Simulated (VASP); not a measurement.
# WS2: single point with LDA

The system is WS2.

```xyz
12
Lattice="-3.2599 -1.8821 6.3623 3.2599 -1.8821 6.3623 0.0000 3.7643 6.3623" Properties=species:S:1:pos:R:3 pbc="T T T"
W    -0.3214   -0.3315   -0.1197
W    -0.1441   -2.1922    6.1351
W    -1.8376    0.6662    6.2105
W     1.2843    0.4831    6.1595
S    -0.1274   -0.2576    4.5353
S    -0.5835   -0.3210    8.0199
S    -0.2954   -2.1283   10.9796
S    -0.5956   -2.2637   13.9241
S    -1.8223    0.5560   11.1591
S    -1.6113    0.4412   14.1173
S     1.5305    0.6204   10.9812
S     1.3200    0.6857   14.1622
```

```json
{
 "Program": "VASP 6.6.1",
 "Task": "single point",
 "Functional": "LDA",
 "Potentials or basis": "VASP PAW LDA potentials, release 64 (W_sv, S)",
 "Cutoff": "520 eV",
 "k mesh": "2 × 2 × 2",
 "Occupations": "fermi-dirac, width 0.17 eV",
 "Spin": "no spin polarisation",
 "Dipole correction": "no",
 "Further INCAR settings": "ALGO = Normal; EDIFF = 1e-07; NBANDS = 64"
}
```

```yaml
Pressure: -8.4 GPa
Largest_force: 5.400 eV/Å
Band_gap_on_the_k_mesh: 0.52 eV (least direct gap 1.10 eV)
```

Forces on the atoms (eV/Å):
```
W    2.090 -1.125 -0.861
W   -0.662  0.359  1.148
W   -1.582 -0.658 -0.110
W   -1.109  2.857 -0.286
S   -2.173 -1.119  0.802
S    1.484 -0.235 -2.888
S    0.708 -0.780  0.795
S    4.057 -0.251  3.555
S   -0.584  0.620 -0.736
S   -1.892  1.075 -0.887
S   -0.986 -0.079  0.454
S    0.649 -0.664 -0.985
```

Stress tensor (GPa, compression positive):
```
-9.77 -0.41  7.77
-0.41 -9.88  1.32
 7.77  1.32 -5.41
```

Levels at points of the mesh, in eV from the valence-band top:
```csv
k point,band 48,band 49,band 50,band 51,band 52,band 53,band 54,band 55,band 56,band 57
"(0.00, 0.00, 0.00)",-1.53,-1.36,-1.11,-1.06,-0.71,1.25,1.59,1.61,1.76,1.93
"(0.50, 0.00, 0.00)",-1.79,-1.68,-1.40,-1.09,-0.59,0.69,1.07,1.20,1.66,1.84
"(0.00, 0.50, 0.00)",-1.81,-1.48,-1.32,-1.08,-0.79,0.96,1.05,1.35,1.46,1.75
"(0.00, 0.00, 0.50)",-1.60,-1.56,-1.44,-1.13,-0.91,0.76,1.16,1.33,1.51,1.82
"(0.50, 0.50, 0.00)",-1.85,-1.60,-1.50,-1.09,-0.96,0.68,1.16,1.25,1.67,1.78
"(0.50, 0.00, 0.50)",-1.87,-1.54,-1.35,-1.08,-0.79,0.91,1.05,1.37,1.52,1.70
"(0.00, 0.50, 0.50)",-1.92,-1.79,-1.22,-1.11,-0.59,0.52,1.07,1.15,1.73,1.85
"(0.50, 0.50, 0.50)",-1.74,-1.43,-1.17,-1.15,0.00,1.32,1.58,1.59,1.74,1.95
```

Run time: 3.8 min on 1 thread of Intel(R) Xeon(R) Platinum 8488C (Sapphire Rapids) (shared host), peak memory 0.36 GiB.

Caveat: the k points lie up to 0.58 Å⁻¹ apart; spin-orbit coupling is left out, which moves the levels of the heavy elements; forces of over 1 eV/Å act on the atoms, so gaps and moduli don't describe the material at rest. A k mesh can miss the band edges.
